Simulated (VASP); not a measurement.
**Ge3Pd: single point with PBEsol**

The system is Ge3Pd.

```xyz
4
Lattice="4.1420 0.0000 0.0000 0.0000 4.1420 0.0000 0.0000 0.0000 4.1420" Properties=species:S:1:pos:R:3 pbc="T T T"
Pd    0.0000    0.0000    0.0000
Ge    2.0710    2.0710    0.0000
Ge    2.0710    0.0000    2.0710
Ge    0.0000    2.0710    2.0710
```

```
Program                : VASP 6.6.1
Task                   : single point
Functional             : PBEsol
Potentials or basis    : VASP PAW PBE potentials, release 64 (Pd, Ge_d)
Cutoff                 : 520 eV
k mesh                 : 9 × 9 × 9
Occupations            : methfessel-paxton, width 0.1 eV
Spin                   : no spin polarisation
Dipole correction      : no
Further INCAR settings : ALGO = Normal; EDIFF = 1e-06; NBANDS = 34
```

The pressure is -4.6 GPa. The band gap on the k mesh is zero (band 26 reaches 7.79 eV, above the bottom of band 27 at 5.93 eV).

Levels at points of the mesh, in eV from the Fermi level:
```csv
k point,band 22,band 23,band 24,band 25,band 26,band 27,band 28,band 29,band 30,band 31
"(0.00, 0.00, 0.00)",-2.65,-2.65,-2.65,-1.56,-1.56,0.82,2.99,2.99,2.99,5.60
```

It took 37 s on 1 thread of Intel(R) Xeon(R) 6975P-C (Granite Rapids), with other jobs on the host, peak memory 0.21 GiB.

Caveat: the PAW data sets were made with another functional, which shifts forces and pressure a little.
